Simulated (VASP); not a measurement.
Here is a VASP 6.6.1 calculation.

Contents of INCAR:

```
ALGO = Normal
EDIFF = 1E-6
ENCUT = 520
GGA = PE
ISIF = 2
ISMEAR = 0
LASPH = T
LCHARG = T
LELF = T
LREAL = F
LVHAR = T
LWAVE = F
NBANDS = 12
NELM = 100
PREC = Accurate
SIGMA = 0.15
```

File KPOINTS:

```
k-points
0
Gamma
  24 24 12
```

The input POSCAR:

```
P
1.0
    2.5876839939      0.0000000000      0.0051694020
    0.0000000000      2.3295675577      0.0000000000
   -0.0107915945      0.0000000000      4.8446881202
P
2
Direct
    0.9999995512      0.0000000000      0.2500188639
    0.0000004488      0.0000000000      0.7499811361
```

Potentials or basis: VASP PAW PBE potentials, release 64 (P).

Run with:

```console
$ cat potpaw_PBE.64/P/POTCAR > POTCAR
$ mpirun -np 1 vasp_std > vasp.out
```

Problem. Predict the pressure.

Solution. 1.7 GPa.

Problem. Predict the band gap on the k mesh.

Solution. Zero (bands 5 and 6 overlap by 8.80 eV).

Stress tensor (GPa, compression positive):
```
-9.49  0.00 -0.01
 0.00 12.24  0.00
-0.01  0.00  2.31
```

Caveat: the cell differs from its parent crystal (strain +0.0525 x Voigt [1, -1, 0, 0, 0, 0]); the stress differs along the axes, from -9 to 12 GPa.
